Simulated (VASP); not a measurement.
# C in VASP: a series of runs

Runs on C. Level: PBE. Tasks: single point, relaxation of cell and atoms.

All numbers are computed with VASP 6.6.1; they aren't measurements. Logs are shortened: lines on timing, memory, paths and dates and some standing lists are left out, and cuts for length are marked.

## Step 1: The cell of the first run

The typed cell holds 4 atoms: a = 2.468 Å, b = 2.476 Å, c = 7.149 Å, α = 91.92°, β = 89.57°, γ = 120.87°.

## Step 2: Single point, PBE (atoms moved at random and the cell strained at random)

Contents of INCAR:

```
PREC     = Accurate       # precision mode
ENCUT    = 520            # plane-wave cutoff, eV
EDIFF    = 1E-6           # SCF threshold, eV
ISMEAR   = 0              # smearing method
SIGMA    = 0.1            # smearing width, eV
LREAL    = False          # projectors in reciprocal space
LASPH    = True           # aspherical terms in the spheres
NELM     = 80             # most SCF steps
ALGO     = Normal         # electronic algorithm
ISIF     = 2              # what is computed and relaxed
LWAVE    = False          # write WAVECAR
LCHARG   = False          # write CHGCAR
GGA      = PE             # functional
NBANDS   = 16             # bands
```

Contents of KPOINTS:

```
regular mesh
0
Gamma
  14 14 4
```

Contents of POSCAR:

```
C
1.0
    1.2159619696     -2.1479622876      0.0091232276
    1.2232502972      2.1521701653     -0.0413730204
   -0.0941886657     -0.0851463517      7.1476530721
C
4
Direct
    0.1034933285      0.9456230676      0.7488005552
    0.5908149738      0.4138432831      0.2394105085
    0.9242568809      0.0859987362      0.2421136921
    0.4285181549      0.5893271320      0.7486182121
```

Potentials or basis: VASP PAW PBE potentials, release 64 (C).

Started as:

```sh
$ cat potpaw_PBE.64/C/POTCAR > POTCAR
$ mpirun -np 1 vasp_std > vasp.out
```

OUTCAR:

```text
PREC = Accurate
   ENCUT = 520
   EDIFF = 1E-6
   ISMEAR = 0
   LREAL = False
   LASPH = True
   NELM = 80
   ISIF = 2
   GGA = PE

 ion  position               nearest neighbor table
   1  0.103  0.946  0.749-   4 1.37   4 1.43   4 1.47
   2  0.591  0.414  0.239-   3 1.41   3 1.42   3 1.43
   3  0.924  0.086  0.242-   2 1.41   2 1.42   2 1.43
   4  0.429  0.589  0.749-   1 1.37   1 1.43   1 1.47

  LATTYP: Found a triclinic cell.
 ALAT       =     2.4758613525
 B/A-ratio  =     0.9852850112
 C/A-ratio  =     2.8873913788
 COS(alpha) =     0.0264129970
 COS(beta)  =     0.0335709734
 COS(gamma) =     0.4957470287

  Lattice vectors:

 A1 = (   1.2232502972,   2.1521701653,  -0.0413730204)
 A2 = (   2.4392122668,   0.0042078777,  -0.0322497928)
 A3 = (   0.0941886657,   0.0851463517,  -7.1476530721)

Analysis of symmetry for initial positions (statically):
=====================================================================
 Subroutine PRICEL returns:
 Original cell was already a primitive cell.

 Routine SETGRP: Setting up the symmetry group for a
 triclinic supercell.

 Subroutine GETGRP returns: Found  1 space group operations
 (whereof  1 operations were pure point group operations)
 out of a pool of  2 trial point group operations.

The static configuration has the point symmetry C_1 .

Analysis of symmetry for dynamics (positions and initial velocities):
=====================================================================
 Subroutine PRICEL returns:
 Original cell was already a primitive cell.

 Routine SETGRP: Setting up the symmetry group for a
 triclinic supercell.

 Subroutine GETGRP returns: Found  1 space group operations
 (whereof  1 operations were pure point group operations)
 out of a pool of  2 trial point group operations.

The dynamic configuration has the point symmetry C_1 .

 Subroutine INISYM returns: Found  1 space group operations
 (whereof  1 operations are pure point group operations),
 and found     1 'primitive' translations

----------------------------------------------------------------------------------------

                                     Primitive cell

  volume of cell :      37.4738

  direct lattice vectors                    reciprocal lattice vectors
     1.215961970 -2.147962288  0.009123228     0.410405512 -0.233215692  0.002629966
     1.223250297  2.152170165 -0.041373020     0.409676189  0.231952455  0.008161666
    -0.094188666 -0.085146352  7.147653072     0.001847504  0.001640294  0.139949948

  length of vectors
     2.468276470  2.475861353  7.148780724     0.472047837  0.470853622  0.139971754

  position of ions in fractional coordinates (direct lattice)
     0.103493329  0.945623068  0.748800555
     0.590814974  0.413843283  0.239410509
     0.924256881  0.085998736  0.242113692
     0.428518155  0.589327132  0.748618212

  ion indices of the primitive-cell ions
   primitive index   ion index
                 1           1
                 2           2
                 3           3
                 4           4

----------------------------------------------------------------------------------------

 KPOINTS: regular mesh

Automatic generation of k-mesh.
 Grid dimensions read from file:
 generate k-points for:   14   14    4

 Generating k-lattice:

  Cartesian coordinates                     Fractional coordinates (reciprocal lattice)
     0.029314679 -0.016658264  0.000187855     0.071428571  0.000000000  0.000000000
     0.029262585  0.016568032  0.000582976    -0.000000000  0.071428571  0.000000000
     0.000461876  0.000410074  0.034987487     0.000000000  0.000000000  0.250000000

  Length of vectors
     0.033717703  0.033632402  0.034992938

  Shift w.r.t. Gamma in fractional coordinates (k-lattice)
     0.000000000  0.000000000  0.000000000

 Subroutine IBZKPT returns following result:
 ===========================================

 Found    396 irreducible k-points:

 Following reciprocal coordinates:
            Coordinates               Weight
  0.000000  0.000000  0.000000      1.000000
  0.071429  0.000000 -0.000000      2.000000
  0.142857  0.000000 -0.000000      2.000000
  0.214286  0.000000 -0.000000      2.000000
  0.285714  0.000000  0.000000      2.000000
  0.357143  0.000000 -0.000000      2.000000
[... 16 lines left out ...]
 -0.000000  0.142857  0.000000      2.000000
  0.071429  0.142857  0.000000      2.000000
 [... further k-points ...]
   k-points           NKPTS =    396   k-points in BZ     NKDIM =    396   number of bands    NBANDS=     16
   number of dos      NEDOS =    301   number of ions     NIONS =      4
   total plane-waves  NPLWV =  17496
   dimension x,y,z NGX =    18 NGY =   18 NGZ =   54
   dimension x,y,z NGXF=    36 NGYF=   36 NGZF=  108
   ions per type =               4
   NGX,Y,Z   is equivalent  to a cutoff of  12.12, 12.09, 12.56 a.u.
   NGXF,Y,Z  is equivalent  to a cutoff of  24.25, 24.17, 25.12 a.u.
 SYSTEM =  unknown system
   PREC   = accura    normal or accurate (medium, high low for compatibility)
   ISTART =      0    job   : 0-new  1-cont  2-samecut
   ICHARG =      2    charge: 1-file 2-atom 10-const
   ISPIN  =      1    spin polarized calculation?
   LNONCOLLINEAR =      F non collinear calculations
   LSORBIT =      F    spin-orbit coupling
   LASPH  =      T    aspherical Exc in radial PAW
   ENCUT  =  520.0 eV  38.22 Ry    6.18 a.u.   4.59  4.60 13.29*2*pi/ulx,y,z
   NELM   =     80;   NELMIN=  2; NELMDL= -5     # of ELM steps
   EDIFF  = 0.1E-05   stopping-criterion for ELM
   LREAL  =      F    real-space projection
   EDIFFG = 0.1E-04   stopping-criterion for IOM
   NSW    =      0    number of steps for IOM
   IBRION =     -1    ionic relax: 0-MD 1-quasi-New 2-CG
   NFREE  =      0    steps in history (QN), initial steepest desc. (CG)
   ISIF   =      2    stress and relaxation
   ISYM   =      2    0-nonsym 1-usesym 2-fastsym
   POTIM  = 0.5000    time-step for ionic-motion
   TEBEG  =    0.0;   TEEND  =   0.0 temperature during run
   PSTRESS=    0.0 pullay stress
   NELECT =      16.0000    total number of electrons
   NUPDOWN=      -1.0000    fix difference up-down
   EMIN   =  10.00;   EMAX   =-10.00  energy-range for DOS
   EFERMI =   0.00;   METHOD = LEGACY
   ISMEAR =     0;   SIGMA  =   0.10  broadening in eV -4-tet -1-fermi 0-gaus
   EFERMI_NEDOS =   21; number of points for ismear=-14 and -15
   IALGO  =     38    algorithm
   IMIX   =      4    mixing-type and parameters
     AMIX     =   0.40;   BMIX     =  1.00
     AMIX_MAG =   1.60;   BMIX_MAG =  1.00
  volume/ion in A,a.u.               =       9.37        63.22
  Fermi-wavevector in a.u.,A,eV,Ry     =   1.232742  2.329545 20.676147  1.519654
  Thomas-Fermi vector in A             =   2.367500
   LORBIT       =      0    0 simple, 1 ext, 2 COOP (PROOUT), +10 PAW based schemes
   GGA     = PE    functional components
   LHFCALC =     F    Hartree Fock is set to
   AEXX    =    0.0000 exact exchange contribution
   IVDW    =     0    specifies the selected vdW correction
   LEPSILON=     F    determine dielectric tensor
   LRPA    =     F    only Hartree local field effects (RPA)
 non-spin polarized calculation
 Gauss-broadening in eV      SIGMA  =   0.10
  energy-cutoff  :      520.00
  volume of cell :       37.47
 maximum number of plane-waves:      1030
   NGX =  9   NGY =  9   NGZ = 27

 number of electron      15.9999999 magnetization

 Free energy of the ion-electron system (eV)
  ---------------------------------------------------
  ext. energy  EPLUGINS =         0.00000000
  ---------------------------------------------------
  free energy    TOTEN  =       -36.77918780 eV

  energy without entropy =      -36.77918660  energy(sigma->0) =      -36.77918720

 E-fermi :   4.1461     XC(G=0):  -9.8973

 val. band max:        3.9070156151   @ k =   0.2857   0.3571   0.5000
 cond. band min:       4.3851536503   @ k =   0.2857   0.3571   0.5000
 fundamental gap:      0.4781380352
 Fermi energy:         4.1460808198

 k-point     1 :       0.0000    0.0000    0.0000
  band No.  band energies     occupation
      1     -15.4702      2.00000
      2     -15.2875      2.00000
      3      -4.1404      2.00000
      4      -2.7250      2.00000
      5       0.4490      2.00000
      6       0.9317      2.00000
[... 8 lines left out ...]
     15      15.6553      0.00000
     16      15.7343      0.00000

 k-point     2 :       0.0714    0.0000   -0.0000
  band No.  band energies     occupation
      1     -15.3470      2.00000
      2     -15.1658      2.00000
      3      -3.9911      2.00000
      4      -2.5833      2.00000
      5       0.1321      2.00000
      6       0.5681      2.00000
[... 8 lines left out ...]
     15      15.2261      0.00000
     16      15.3408      0.00000

 k-point     3 :       0.1429    0.0000   -0.0000
  band No.  band energies     occupation
      1     -14.9783      2.00000
      2     -14.8014      2.00000
      3      -3.5457      2.00000
      4      -2.1618      2.00000
      5      -0.7953      2.00000
      6      -0.5729      2.00000
[... 8 lines left out ...]
     15      14.3826      0.00000
     16      15.1188      0.00000

 k-point     4 :       0.2143    0.0000   -0.0000
  band No.  band energies     occupation
      1     -14.3672      2.00000
      2     -14.1976      2.00000
      3      -2.8127      2.00000
      4      -2.3010      2.00000
      5      -2.2369      2.00000
      6      -1.4714      2.00000
[... 8 lines left out ...]
     15      16.4264      0.00000
     16      16.9713      0.00000
[... 324 lines left out ...]
 k-point    22 :      -0.0714    0.0714    0.0000
  band No.  band energies     occupation
      1     -15.3507      2.00000
      2     -15.1694      2.00000
      3      -3.9962      2.00000
      4      -2.5880      2.00000
      5       0.1791      2.00000
      6       0.4508      2.00000
[... 8 lines left out ...]
     15      15.2394      0.00000
     16      15.3147      0.00000

 k-point    23 :      -0.0000    0.1429    0.0000
  band No.  band energies     occupation
      1     -14.9831      2.00000
      2     -14.8061      2.00000
      3      -3.5443      2.00000
      4      -2.1604      2.00000
      5      -1.1146      2.00000
      6      -0.4558      2.00000
[... 8 lines left out ...]
     15      14.2067      0.00000
     16      14.5800      0.00000

 k-point    24 :       0.0714    0.1429    0.0000
  band No.  band energies     occupation
      1     -14.6110      2.00000
      2     -14.4382      2.00000
      3      -3.0919      2.00000
      4      -2.0228      2.00000
      5      -1.7343      2.00000
      6      -1.3992      2.00000
[... 8 lines left out ...]
     15      14.2141      0.00000
     16      14.9535      0.00000

 [... further k-points ...]
[... 5 lines left out ...]
  --------------------------------------------------------------------------------------
  -------------------------------------------------------------------------------------
  Total        2.9755956     -1.0398585      0.4022720      0.1357984     -0.0018701     -0.0192662
  in kB      127.2204935    -44.4587685     17.1989918      5.8060111     -0.0799559     -0.8237174
  external PRESSURE =      33.3202389 kB  Pullay stress =       0.0000000 kB

 VOLUME and BASIS-vectors are now :
 -----------------------------------------------------------------------------
  energy-cutoff  :      520.00
  volume of cell :       37.47
      direct lattice vectors                 reciprocal lattice vectors
     1.215961970 -2.147962288  0.009123228     0.410405512 -0.233215692  0.002629966
     1.223250297  2.152170165 -0.041373020     0.409676189  0.231952455  0.008161666
    -0.094188666 -0.085146352  7.147653072     0.001847504  0.001640294  0.139949948

 POSITION                                       TOTAL-FORCE (eV/Angst)
 -----------------------------------------------------------------------------------
      1.21205      1.74908      5.31399        -2.303702     -1.897284      0.019614
      1.20209     -0.39877      1.69949         0.412040      0.403888      0.325481
      1.20625     -1.82080      1.73542        -0.408353     -0.404669     -0.300757
      1.17145      0.28415      5.33039         2.300015      1.898065     -0.044338
 -----------------------------------------------------------------------------------
    total drift:                                0.000221     -0.000158     -0.000039

  FREE ENERGIE OF THE ION-ELECTRON SYSTEM (eV)
  ---------------------------------------------------
  free  energy   TOTEN  =       -36.7791877991 eV

  energy  without entropy=      -36.7791865996  energy(sigma->0) =      -36.77918720
```

It took 4.7 min on 1 thread of AMD EPYC 7R13, shared host; peak memory 0.24 GiB.

What came out:

- Free energy: -36.7792 eV
- Pressure: 3.3 GPa
- Largest force: 2.984 eV/Å

Forces in eV/Å, atoms in the order of the input:
```
C   -2.304 -1.897  0.020
C    0.412  0.404  0.325
C   -0.408 -0.405 -0.301
C    2.300  1.898 -0.044
```

Caveat: the cell differs from its parent crystal (atoms moved at random and the cell strained at random); the stress differs along the axes, from -4 to 13 GPa; this functional lacks dispersion, which binds layers or chains, so the pressure and a relaxed spacing across them are unreliable; forces of over 1 eV/Å act on the atoms, so gaps and moduli don't describe the material at rest.

## Step 3: Single point, PBE

INCAR: that of step 2 with these lines changed.

```diff
@@ -2,3 +2,3 @@
 ENCUT    = 520            # plane-wave cutoff, eV
-EDIFF    = 1E-6           # SCF threshold, eV
+EDIFF    = 1E-7           # SCF threshold, eV
 ISMEAR   = 0              # smearing method
@@ -7,3 +7,3 @@
 LASPH    = True           # aspherical terms in the spheres
-NELM     = 80             # most SCF steps
+NELM     = 60             # most SCF steps
 ALGO     = Normal         # electronic algorithm
```

Contents of KPOINTS:

```
regular mesh
0
Gamma
  24 24 8
```

Contents of POSCAR:

```
C
1.0
    1.2280479700     -2.1270618200      0.0000000000
    1.2280479700      2.1270618200      0.0000000000
    0.0000000000      0.0000000000      7.1732677600
C
4
Direct
    0.0833794600      0.9166205400      0.7531376000
    0.5833794600      0.4166205400      0.2468624000
    0.9166205400      0.0833794600      0.2468624000
    0.4166205400      0.5833794600      0.7531376000
```

Potentials or basis: VASP PAW PBE potentials, release 64 (C).

Started as:

```sh
$ cat potpaw_PBE.64/C/POTCAR > POTCAR
$ mpirun -np 1 vasp_std > vasp.out
```

OUTCAR:

```text
PREC = Accurate
   ENCUT = 520
   EDIFF = 1E-7
   ISMEAR = 0
   LREAL = False
   LASPH = True
   NELM = 60
   ISIF = 2
   GGA = PE

 ion  position               nearest neighbor table
   1  0.083  0.917  0.753-   4 1.42   4 1.42   4 1.42
   2  0.583  0.417  0.247-   3 1.42   3 1.42   3 1.42
   3  0.917  0.083  0.247-   2 1.42   2 1.42   2 1.42
   4  0.417  0.583  0.753-   1 1.42   1 1.42   1 1.42

  LATTYP: Found a hexagonal cell.
 ALAT       =     2.4561135566
[... 639 lines left out ...]
      6      -2.2581      2.00000
[... 8 lines left out ...]
     15      18.3127      0.00000
     16      18.3127      0.00000

 [... further k-points ...]
[... 5 lines left out ...]
  --------------------------------------------------------------------------------------
  -------------------------------------------------------------------------------------
  Total        1.2866484      1.2575694      0.3827601      0.0000000     -0.0000000      0.0000000
  in kB       55.0082702     53.7650522     16.3641989      0.0000000     -0.0000000      0.0000000
  external PRESSURE =      41.7125071 kB  Pullay stress =       0.0000000 kB

 VOLUME and BASIS-vectors are now :
 -----------------------------------------------------------------------------
  energy-cutoff  :      520.00
  volume of cell :       37.48
      direct lattice vectors                 reciprocal lattice vectors
     1.228047970 -2.127061820  0.000000000     0.407150219 -0.235066041  0.000000000
     1.228047970  2.127061820  0.000000000     0.407150219  0.235066041  0.000000000
     0.000000000  0.000000000  7.173267760     0.000000000  0.000000000  0.139406479

 POSITION                                       TOTAL-FORCE (eV/Angst)
 -----------------------------------------------------------------------------------
      1.22805      1.77236      5.40246         0.000000      0.025218     -0.008759
      1.22805     -0.35471      1.77081         0.000000      0.025218      0.008759
      1.22805     -1.77236      1.77081         0.000000     -0.025218      0.008759
      1.22805      0.35471      5.40246         0.000000     -0.025218     -0.008759
 -----------------------------------------------------------------------------------
    total drift:                                0.000000     -0.000000      0.000000

  FREE ENERGIE OF THE ION-ELECTRON SYSTEM (eV)
  ---------------------------------------------------
  free  energy   TOTEN  =       -36.8732553069 eV

  energy  without entropy=      -36.8730352103  energy(sigma->0) =      -36.87314526
```

Wall time 10 min (1 thread of AMD EPYC 7R13, shared host); peak memory 0.38 GiB.

What came out:

```yaml
Free_energy: -36.8733 eV
Pressure: 4.2 GPa
Largest_force: 0.027 eV/Å
```

Forces in eV/Å, atoms in the order of the input:
```
C    0.000  0.025 -0.009
C    0.000  0.025  0.009
C    0.000 -0.025  0.009
C    0.000 -0.025 -0.009
```

Stress tensor (GPa, compression positive):
```
5.50 0.00 0.00
0.00 5.38 0.00
0.00 0.00 1.64
```

Caveat: the cell stands under pressure; this functional lacks dispersion, which binds layers or chains, so the pressure and a relaxed spacing across them are unreliable.

[end of part 1 of 2]
